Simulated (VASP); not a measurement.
Write the native input for VASP 6.6.1 that does the following.

```yaml
Task: single point
Functional: r2SCAN
Potentials_or_basis: VASP PAW PBE potentials, release 64 (Cd, S)
Cutoff: 520 eV
k_mesh: 8 × 8 × 8
Occupations: gaussian, width 0.05 eV
Spin: no spin polarisation
Dipole_correction: no
Further_INCAR_settings: ALGO = Normal; EDIFF = 1e-06; NBANDS = 16
```

Crystal: CdS.

```
Cd S
1.0
     0.00000    3.14280    2.79360
     3.14280    0.00000    2.79360
     3.14280    3.14280    0.00000
Cd S
1 1
Direct
  0.00000 0.00000 0.00000
  0.75000 0.75000 0.75000
```

This cell differs from its parent crystal: strain +0.080 along x and y, -0.040 along z.

One way to write it, as run:

POSCAR

```
CdS
1.0
    0.0000000000      3.1428000000      2.7936000000
    3.1428000000      0.0000000000      2.7936000000
    3.1428000000      3.1428000000      0.0000000000
Cd S
1 1
Direct
    0.0000000000      0.0000000000      0.0000000000
    0.7500000000      0.7500000000      0.7500000000
```

INCAR.step1

```
SYSTEM = CdS
ALGO = Normal ; EDIFF = 1E-4
ENCUT = 520 ; GGA = PE
ISMEAR = 0 ; LASPH = .TRUE.
LCHARG = .FALSE. ; LREAL = .FALSE.
LWAVE = .TRUE. ; NBANDS = 16
NELM = 100 ; PREC = Accurate
SIGMA = 0.05
```

INCAR.step2

```
SYSTEM = CdS
ALGO = Normal ; EDIFF = 1E-6
ENCUT = 520 ; ISIF = 2
ISMEAR = 0 ; ISTART = 1
LASPH = .TRUE. ; LCHARG = .FALSE.
LMIXTAU = .TRUE. ; LREAL = .FALSE.
LWAVE = .FALSE. ; METAGGA = R2SCAN
NBANDS = 16 ; NELM = 100
PREC = Accurate ; SIGMA = 0.05
```

KPOINTS

```
k-points
0
G
  8 8 8
  0 0 0
```

Potentials or basis: VASP PAW PBE potentials, release 64 (Cd, S).

Run with:

```bash
$ cat potpaw_PBE.64/Cd/POTCAR potpaw_PBE.64/S/POTCAR > POTCAR
$ cp INCAR.step1 INCAR
$ mpirun -np 1 vasp_std > vasp.out
$ cp INCAR.step2 INCAR
$ mpirun -np 1 vasp_std > vasp.out
```

Results of the run:

```json
{
 "Pressure": "-4.3 GPa",
 "Band gap on the k mesh": "1.14 eV"
}
```

Caveat: the cell differs from its parent crystal (strain +0.080 along x and y, -0.040 along z); the cell stands under tension; the PAW data sets were made with another functional, which shifts forces and pressure a little.

Wall time 4.1 min on 1 thread of Intel Xeon 8259CL, on a shared host, peak memory 0.22 GiB.
